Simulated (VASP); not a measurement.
# MgO (P6_3mc) in VASP: further runs

The runs below take MgO through single point, with PBEsol.

Everything below comes from runs of VASP 6.6.1. Logs are shortened: lines on timing, memory, paths and dates and some standing lists are left out, and cuts for length are marked.

**1. The cell of the first run**

Symmetry: P6_3mc, No. 186, hexagonal system. The conventional cell has a = 3.308 Å, b = 3.308 Å, c = 4.983 Å, α = 90.00°, β = 90.00°, γ = 120.00°. Within 2.5 Å of Mg (site symmetry 3m) lie 4 O at 1.92 to 1.99 Å. O (site symmetry 3m) has 4 Mg at 1.92 to 1.99 Å within 2.5 Å.

**2. Single point, PBEsol (all Mg atoms moved +0.075 Å, as atom 1 along Cartesian [0 0 1])**

The input, INCAR:

```
SYSTEM = MgO
PREC = Accurate
ENCUT = 520
EDIFF = 1E-6
ISMEAR = 0
SIGMA = 0.05
LREAL = .FALSE.
LASPH = .TRUE.
NELM = 60
ALGO = Normal
ISIF = 2
LWAVE = .FALSE.
LCHARG = .FALSE.
GGA = PS
NBANDS = 16
```

The input, KPOINTS:

```
regular mesh
0
G
  9 9 6
  0 0 0
```

The input, POSCAR:

```
MgO
1.0
    3.3077869865      0.0000000000      0.0000000000
   -1.6538934933      2.8646275606      0.0000000000
    0.0000000000      0.0000000000      4.9828816700
Mg O
2 2
Direct
    0.3333333333      0.6666666667      0.0172112714
    0.6666666667      0.3333333333      0.5172112714
    0.3333333333      0.6666666667      0.4024402600
    0.6666666667      0.3333333333      0.9024402600
```

Potentials or basis: VASP PAW PBE potentials, release 64 (Mg, O).

Command:

```
> cat potpaw_PBE.64/Mg/POTCAR potpaw_PBE.64/O/POTCAR > POTCAR
> mpirun -np 1 vasp_std > vasp.out
```

OUTCAR:

```text
SYSTEM = MgO
   PREC = Accurate
   ENCUT = 520
   EDIFF = 1E-6
   ISMEAR = 0
   LREAL = .FALSE.
   LASPH = .TRUE.
   NELM = 60
   ISIF = 2
   GGA = PS

 ion  position               nearest neighbor table
   1  0.333  0.667  0.017-   3 1.92   4 1.99   4 1.99   4 1.99   2 3.14   2 3.14   2 3.14   2 3.14
                             2 3.14   2 3.14
   2  0.667  0.333  0.517-   4 1.92   3 1.99   3 1.99   3 1.99   1 3.14   1 3.14   1 3.14   1 3.14
                             1 3.14   1 3.14
   3  0.333  0.667  0.402-   1 1.92   2 1.99   2 1.99   2 1.99
   4  0.667  0.333  0.902-   2 1.92   1 1.99   1 1.99   1 1.99

  LATTYP: Found a hexagonal cell.
 ALAT       =     3.3077869865
 C/A-ratio  =     1.5064094787

  Lattice vectors:

 A1 = (   3.3077869865,   0.0000000000,   0.0000000000)
 A2 = (  -1.6538934933,   2.8646275606,   0.0000000000)
 A3 = (   0.0000000000,   0.0000000000,   4.9828816700)

Analysis of symmetry for initial positions (statically):
=====================================================================
 Subroutine PRICEL returns:
 Original cell was already a primitive cell.

 Routine SETGRP: Setting up the symmetry group for a
 hexagonal supercell.

 Subroutine GETGRP returns: Found 12 space group operations
 (whereof  6 operations were pure point group operations)
 out of a pool of 24 trial point group operations.

The static configuration has the point symmetry C_3v.
 The point group associated with its full space group is C_6v.

Analysis of symmetry for dynamics (positions and initial velocities):
=====================================================================
 Subroutine PRICEL returns:
 Original cell was already a primitive cell.

 Routine SETGRP: Setting up the symmetry group for a
 hexagonal supercell.

 Subroutine GETGRP returns: Found 12 space group operations
 (whereof  6 operations were pure point group operations)
 out of a pool of 24 trial point group operations.

The dynamic configuration has the point symmetry C_3v.
 The point group associated with its full space group is C_6v.

 Subroutine INISYM returns: Found 12 space group operations
 (whereof  6 operations are pure point group operations),
 and found     1 'primitive' translations

----------------------------------------------------------------------------------------

                                     Primitive cell

  volume of cell :      47.2157

  direct lattice vectors                    reciprocal lattice vectors
     3.307786987  0.000000000  0.000000000     0.302316928  0.174542760  0.000000000
    -1.653893493  2.864627561  0.000000000     0.000000000  0.349085519  0.000000000
     0.000000000  0.000000000  4.982881670     0.000000000  0.000000000  0.200687086

  length of vectors
     3.307786987  3.307786987  4.982881670     0.349085519  0.349085519  0.200687086

  position of ions in fractional coordinates (direct lattice)
     0.333333333  0.666666667  0.017211271
     0.666666667  0.333333333  0.517211271
     0.333333333  0.666666667  0.402440260
     0.666666667  0.333333333  0.902440260

  ion indices of the primitive-cell ions
   primitive index   ion index
                 1           1
                 2           2
                 3           3
                 4           4

----------------------------------------------------------------------------------------

 KPOINTS: regular mesh

Automatic generation of k-mesh.
 Grid dimensions read from file:
 generate k-points for:    9    9    6

 Generating k-lattice:

  Cartesian coordinates                     Fractional coordinates (reciprocal lattice)
     0.033590770  0.019393640  0.000000000     0.111111111 -0.000000000  0.000000000
     0.000000000  0.038787280  0.000000000     0.000000000  0.111111111  0.000000000
     0.000000000  0.000000000  0.033447848     0.000000000  0.000000000  0.166666667

  Length of vectors
     0.038787280  0.038787280  0.033447848

  Shift w.r.t. Gamma in fractional coordinates (k-lattice)
     0.000000000  0.000000000  0.000000000

 Subroutine IBZKPT returns following result:
 ===========================================

 Found     48 irreducible k-points:

 Following reciprocal coordinates:
            Coordinates               Weight
  0.000000  0.000000  0.000000      1.000000
  0.111111  0.000000  0.000000      6.000000
  0.222222  0.000000  0.000000      6.000000
  0.333333  0.000000  0.000000      6.000000
  0.444444  0.000000  0.000000      6.000000
  0.111111  0.111111  0.000000      6.000000
[... 16 lines left out ...]
  0.333333  0.222222  0.166667     24.000000
  0.333333  0.333333  0.166667      4.000000
 [... further k-points ...]
   k-points           NKPTS =     48   k-points in BZ     NKDIM =     48   number of bands    NBANDS=     16
   number of dos      NEDOS =    301   number of ions     NIONS =      4
   total plane-waves  NPLWV =  31360
   dimension x,y,z NGX =    28 NGY =   28 NGZ =   40
   dimension x,y,z NGXF=    56 NGYF=   56 NGZF=   80
   ions per type =               2   2
   NGX,Y,Z   is equivalent  to a cutoff of  14.07, 14.07, 13.35 a.u.
   NGXF,Y,Z  is equivalent  to a cutoff of  28.15, 28.15, 26.69 a.u.
 SYSTEM =  MgO
   PREC   = accura    normal or accurate (medium, high low for compatibility)
   ISTART =      0    job   : 0-new  1-cont  2-samecut
   ICHARG =      2    charge: 1-file 2-atom 10-const
   ISPIN  =      1    spin polarized calculation?
   LNONCOLLINEAR =      F non collinear calculations
   LSORBIT =      F    spin-orbit coupling
   LASPH  =      T    aspherical Exc in radial PAW
   ENCUT  =  520.0 eV  38.22 Ry    6.18 a.u.   6.15  6.15  9.26*2*pi/ulx,y,z
   NELM   =     60;   NELMIN=  2; NELMDL= -5     # of ELM steps
   EDIFF  = 0.1E-05   stopping-criterion for ELM
   LREAL  =      F    real-space projection
   EDIFFG = 0.1E-04   stopping-criterion for IOM
   NSW    =      0    number of steps for IOM
   IBRION =     -1    ionic relax: 0-MD 1-quasi-New 2-CG
   NFREE  =      0    steps in history (QN), initial steepest desc. (CG)
   ISIF   =      2    stress and relaxation
   ISYM   =      2    0-nonsym 1-usesym 2-fastsym
   POTIM  = 0.5000    time-step for ionic-motion
   TEBEG  =    0.0;   TEEND  =   0.0 temperature during run
   PSTRESS=    0.0 pullay stress
   NELECT =      16.0000    total number of electrons
   NUPDOWN=      -1.0000    fix difference up-down
   EMIN   =  10.00;   EMAX   =-10.00  energy-range for DOS
   EFERMI =   0.00;   METHOD = LEGACY
   ISMEAR =     0;   SIGMA  =   0.05  broadening in eV -4-tet -1-fermi 0-gaus
   EFERMI_NEDOS =   21; number of points for ismear=-14 and -15
   IALGO  =     38    algorithm
   IMIX   =      4    mixing-type and parameters
     AMIX     =   0.40;   BMIX     =  1.00
     AMIX_MAG =   1.60;   BMIX_MAG =  1.00
  volume/ion in A,a.u.               =      11.80        79.66
  Fermi-wavevector in a.u.,A,eV,Ry     =   1.141351  2.156842 17.724080  1.302683
  Thomas-Fermi vector in A             =   2.278052
   LORBIT       =      0    0 simple, 1 ext, 2 COOP (PROOUT), +10 PAW based schemes
   GGA     = PS    functional components
   LHFCALC =     F    Hartree Fock is set to
   AEXX    =    0.0000 exact exchange contribution
   IVDW    =     0    specifies the selected vdW correction
   LEPSILON=     F    determine dielectric tensor
   LRPA    =     F    only Hartree local field effects (RPA)
 non-spin polarized calculation
 Gauss-broadening in eV      SIGMA  =   0.05
  energy-cutoff  :      520.00
  volume of cell :       47.22
 maximum number of plane-waves:      1303
 NGX is ok and might be reduce to    28
   NGX = 13   NGY = 13   NGZ = 19

 number of electron      15.9999997 magnetization

 Free energy of the ion-electron system (eV)
  ---------------------------------------------------
  ext. energy  EPLUGINS =         0.00000000
  ---------------------------------------------------
  free energy    TOTEN  =       -24.50812018 eV

  energy without entropy =      -24.50812018  energy(sigma->0) =      -24.50812018

 E-fermi :   1.1657     XC(G=0):  -9.9745

 val. band max:        0.9204452180   @ k =   0.0000   0.0000   0.0000
 cond. band min:       4.3704424742   @ k =   0.0000   0.0000   0.0000
 fundamental gap:      3.4499972561
 Fermi energy:         1.1657026304

 k-point     1 :       0.0000    0.0000    0.0000
  band No.  band energies     occupation
      1     -15.1739      2.00000
      2     -14.3430      2.00000
      3      -2.3053      2.00000
      4       0.2783      2.00000
      5       0.2783      2.00000
      6       0.6094      2.00000
[... 8 lines left out ...]
     15      17.4036      0.00000
     16      17.4036      0.00000

 k-point     2 :       0.1111    0.0000    0.0000
  band No.  band energies     occupation
      1     -15.1113      2.00000
      2     -14.3229      2.00000
      3      -2.1854      2.00000
      4      -0.0377      2.00000
      5       0.1929      2.00000
      6       0.2273      2.00000
[... 8 lines left out ...]
     15      17.1585      0.00000
     16      17.3540      0.00000

 k-point     3 :       0.2222    0.0000    0.0000
  band No.  band energies     occupation
      1     -14.9436      2.00000
      2     -14.2783      2.00000
      3      -1.8486      2.00000
      4      -0.8603      2.00000
      5      -0.3412      2.00000
      6       0.0132      2.00000
[... 8 lines left out ...]
     15      16.1144      0.00000
     16      16.3873      0.00000

 k-point     4 :       0.3333    0.0000    0.0000
  band No.  band energies     occupation
      1     -14.7257      2.00000
      2     -14.2467      2.00000
      3      -1.6477      2.00000
      4      -1.3456      2.00000
      5      -0.8447      2.00000
      6      -0.1601      2.00000
[... 8 lines left out ...]
     15      15.4820      0.00000
     16      16.5152      0.00000
[... 324 lines left out ...]
 k-point    22 :       0.2222    0.2222    0.1667
  band No.  band energies     occupation
      1     -14.5915      2.00000
      2     -14.2672      2.00000
      3      -1.6613      2.00000
      4      -1.5186      2.00000
      5      -0.5158      2.00000
      6      -0.4698      2.00000
[... 8 lines left out ...]
     15      14.9050      0.00000
     16      17.3084      0.00000

 k-point    23 :       0.3333    0.2222    0.1667
  band No.  band energies     occupation
      1     -14.4435      2.00000
      2     -14.2843      2.00000
      3      -1.8628      2.00000
      4      -1.3363      2.00000
      5      -0.9016      2.00000
      6      -0.2592      2.00000
[... 8 lines left out ...]
     15      14.6068      0.00000
     16      17.2976      0.00000

 k-point    24 :       0.3333    0.3333    0.1667
  band No.  band energies     occupation
      1     -14.3413      2.00000
      2     -14.3413      2.00000
      3      -1.7027      2.00000
      4      -1.2208      2.00000
      5      -1.2208      2.00000
      6      -0.4114      2.00000
[... 8 lines left out ...]
     15      14.4386      0.00000
     16      18.1230      0.00000

 [... further k-points ...]

------------------------ aborting loop because EDIFF is reached ----------------------------------------

  FORCE on cell =-STRESS in cart. coord.  units (eV):
  Direction    XX          YY          ZZ          XY          YZ          ZX
  --------------------------------------------------------------------------------------
  -------------------------------------------------------------------------------------
  Total       -0.6119952     -0.6119952      2.0611244      0.0000000      0.0000000      0.0000000
  in kB      -20.7669312    -20.7669312     69.9404653      0.0000000      0.0000000      0.0000000
  external PRESSURE =       9.4688676 kB  Pullay stress =       0.0000000 kB

 VOLUME and BASIS-vectors are now :
 -----------------------------------------------------------------------------
  energy-cutoff  :      520.00
  volume of cell :       47.22
      direct lattice vectors                 reciprocal lattice vectors
     3.307786987  0.000000000  0.000000000     0.302316928  0.174542760  0.000000000
    -1.653893493  2.864627561  0.000000000     0.000000000  0.349085519  0.000000000
     0.000000000  0.000000000  4.982881670     0.000000000  0.000000000  0.200687086

 POSITION                                       TOTAL-FORCE (eV/Angst)
 -----------------------------------------------------------------------------------
     -0.00000      1.90975      0.08576         0.000000     -0.000000     -0.620324
      1.65389      0.95488      2.57720         0.000000      0.000000     -0.620324
     -0.00000      1.90975      2.00531        -0.000000     -0.000000      0.620324
      1.65389      0.95488      4.49675         0.000000      0.000000      0.620324
 -----------------------------------------------------------------------------------
    total drift:                               -0.000000     -0.000000      0.002024

  FREE ENERGIE OF THE ION-ELECTRON SYSTEM (eV)
  ---------------------------------------------------
  free  energy   TOTEN  =       -24.5081201839 eV

  energy  without entropy=      -24.5081201839  energy(sigma->0) =      -24.50812018
```

It took 28 s on 1 thread of Intel Xeon 8259CL, shared host; peak memory 0.19 GiB.

What came out:

* Free energy: -24.5081 eV
* Pressure: 0.9 GPa
* Largest force: 0.620 eV/Å
* Band gap on the k mesh: 3.45 eV

Forces on the atoms (eV/Å):
```
Mg   0.000  0.000 -0.620
Mg   0.000  0.000 -0.620
O    0.000  0.000  0.620
O    0.000  0.000  0.620
```

Levels at points of the mesh, in eV from the valence-band top:
| k point | band 6 | band 7 | band 8 | band 9 | band 10 | band 11 |
| --- | --- | --- | --- | --- | --- | --- |
| (0.00, 0.00, 0.00) | -0.31 | -0.31 | 0.00 | 3.45 | 8.37 | 10.28 |
| (0.00, 0.00, 0.50) | -0.48 | -0.48 | -0.48 | 5.91 | 5.91 | 13.20 |

Caveat: the cell differs from its parent crystal (all Mg atoms moved +0.075 Å, as atom 1 along Cartesian [0 0 1]); the PAW data sets were made with another functional, which shifts forces and pressure a little; an odd mesh through Γ misses points on the zone boundary, where band edges can lie.

**3. Single point, PBEsol (all Mg atoms moved -0.050 Å, as atom 1 along Cartesian [0 0 1])**

The input, INCAR:

```
SYSTEM = MgO
  ALGO = Normal
  EDIFF = 1E-6
  ENCUT = 520
  GGA = PS
  ISIF = 2
  ISMEAR = 0
  LASPH = .TRUE.
  LCHARG = .FALSE.
  LREAL = .FALSE.
  LWAVE = .FALSE.
  NBANDS = 16
  NELM = 100
  PREC = Accurate
  SIGMA = 0.05
```

The input, KPOINTS:

```
k-points
0
G
  9 9 6
  0 0 0
```

POSCAR, as its differences from that of step 2:

```diff
@@ -8,4 +8,4 @@
 Direct
-    0.3333333333      0.6666666667      0.0172112714
-    0.6666666667      0.3333333333      0.5172112714
+    0.3333333333      0.6666666667     -0.0078746143
+    0.6666666667      0.3333333333      0.4921253857
     0.3333333333      0.6666666667      0.4024402600
```

Potentials or basis: VASP PAW PBE potentials, release 64 (Mg, O).

Command:

```
> cat potpaw_PBE.64/Mg/POTCAR potpaw_PBE.64/O/POTCAR > POTCAR
> mpirun -np 1 vasp_std > vasp.out
```

OUTCAR:

```text
SYSTEM = MgO
   EDIFF = 1E-6
   ENCUT = 520
   GGA = PS
   ISIF = 2
   ISMEAR = 0
   LASPH = .TRUE.
   LREAL = .FALSE.
   NELM = 100
   PREC = Accurate

 ion  position               nearest neighbor table
   1  0.333  0.667  0.992-   4 1.96   4 1.96   4 1.96   3 2.04   2 3.14   2 3.14   2 3.14   2 3.14
                             2 3.14   2 3.14
   2  0.667  0.333  0.492-   3 1.96   3 1.96   3 1.96   4 2.04   1 3.14   1 3.14   1 3.14   1 3.14
                             1 3.14   1 3.14
   3  0.333  0.667  0.402-   2 1.96   2 1.96   2 1.96   1 2.04
   4  0.667  0.333  0.902-   1 1.96   1 1.96   1 1.96   2 2.04

  LATTYP: Found a hexagonal cell.
 ALAT       =     3.3077869865
 C/A-ratio  =     1.5064094787

  Lattice vectors:

 A1 = (   3.3077869865,   0.0000000000,   0.0000000000)
 A2 = (  -1.6538934933,   2.8646275606,   0.0000000000)
 A3 = (   0.0000000000,   0.0000000000,   4.9828816700)

Analysis of symmetry for initial positions (statically):
=====================================================================
 Subroutine PRICEL returns:
 Original cell was already a primitive cell.

[... 180 lines left out ...]
 fundamental gap:      3.2692211581
 Fermi energy:         1.3461335446

 k-point     1 :       0.0000    0.0000    0.0000
  band No.  band energies     occupation
      1     -15.1619      2.00000
      2     -14.3303      2.00000
      3      -2.2996      2.00000
      4       0.2100      2.00000
      5       0.2100      2.00000
      6       0.5635      2.00000
[... 433 lines left out ...]
      3      -1.7241      2.00000
      4      -1.2015      2.00000
      5      -1.2015      2.00000
      6      -0.4082      2.00000
[... 8 lines left out ...]
     15      14.2478      0.00000
     16      18.2817      0.00000

 [... further k-points ...]

------------------------ aborting loop because EDIFF is reached ----------------------------------------

  FORCE on cell =-STRESS in cart. coord.  units (eV):
  Direction    XX          YY          ZZ          XY          YZ          ZX
  --------------------------------------------------------------------------------------
  -------------------------------------------------------------------------------------
  Total        0.4343542      0.4343542     -0.9638342     -0.0000000      0.0000000      0.0000000
  in kB       14.7390118     14.7390118    -32.7059412     -0.0000000      0.0000000      0.0000000
  external PRESSURE =      -1.0759725 kB  Pullay stress =       0.0000000 kB

 VOLUME and BASIS-vectors are now :
 -----------------------------------------------------------------------------
  energy-cutoff  :      520.00
  volume of cell :       47.22
      direct lattice vectors                 reciprocal lattice vectors
     3.307786987  0.000000000  0.000000000     0.302316928  0.174542760  0.000000000
    -1.653893493  2.864627561  0.000000000     0.000000000  0.349085519  0.000000000
     0.000000000  0.000000000  4.982881670     0.000000000  0.000000000  0.200687086

 POSITION                                       TOTAL-FORCE (eV/Angst)
 -----------------------------------------------------------------------------------
     -0.00000      1.90975      4.94364        -0.000000      0.000000      0.280253
      1.65389      0.95488      2.45220         0.000000     -0.000000      0.280253
     -0.00000      1.90975      2.00531         0.000000     -0.000000     -0.280253
      1.65389      0.95488      4.49675        -0.000000      0.000000     -0.280253
 -----------------------------------------------------------------------------------
    total drift:                               -0.000000     -0.000000      0.001170

  FREE ENERGIE OF THE ION-ELECTRON SYSTEM (eV)
  ---------------------------------------------------
  free  energy   TOTEN  =       -24.5347996654 eV

  energy  without entropy=      -24.5347996654  energy(sigma->0) =      -24.53479967
```

OSZICAR:

```text
N       E                     dE             d eps       ncg     rms          rms(c)
DAV:   1     0.601673463696E+02    0.60167E+02   -0.74692E+03  1536   0.884E+02
DAV:   2    -0.241892654096E+02   -0.84357E+02   -0.77060E+02  2112   0.193E+02
DAV:   3    -0.283714837638E+02   -0.41822E+01   -0.41730E+01  1728   0.450E+01
DAV:   4    -0.283886669658E+02   -0.17183E-01   -0.17183E-01  1896   0.341E+00
DAV:   5    -0.283887522846E+02   -0.85319E-04   -0.85319E-04  1752   0.230E-01    0.109E+01
DAV:   6    -0.246394443587E+02    0.37493E+01   -0.10613E+01  1536   0.244E+01    0.381E+00
DAV:   7    -0.245652484874E+02    0.74196E-01   -0.16838E-01  1552   0.327E+00    0.214E+00
DAV:   8    -0.245367195617E+02    0.28529E-01   -0.91804E-02  1656   0.325E+00    0.487E-01
DAV:   9    -0.245344545518E+02    0.22650E-02   -0.33233E-03  1872   0.513E-01    0.163E-01
DAV:  10    -0.245347945062E+02   -0.33995E-03   -0.64698E-04  1576   0.179E-01    0.134E-02
DAV:  11    -0.245348006111E+02   -0.61049E-05   -0.17228E-05  1944   0.270E-02    0.139E-02
DAV:  12    -0.245347996654E+02    0.94568E-06   -0.40806E-06  1560   0.172E-02
   1 F= -.24534800E+02 E0= -.24534800E+02  d E =-.617982E-14
```

Run time: 30 s. Hardware: 1 thread of Intel Xeon 8259CL, shared host; peak memory 0.19 GiB.

Results:

```yaml
Free_energy: -24.5348 eV
Pressure: -0.1 GPa
Largest_force: 0.280 eV/Å
Band_gap_on_the_k_mesh: 3.27 eV
```

Forces on the atoms (eV/Å):
```
Mg   0.000  0.000  0.280
Mg   0.000  0.000  0.280
O    0.000  0.000 -0.280
O    0.000  0.000 -0.280
```

Caveat: the cell differs from its parent crystal (all Mg atoms moved -0.050 Å, as atom 1 along Cartesian [0 0 1]); the PAW data sets were made with another functional, which shifts forces and pressure a little; an odd mesh through Γ misses points on the zone boundary, where band edges can lie.

[end of part 1 of 2]
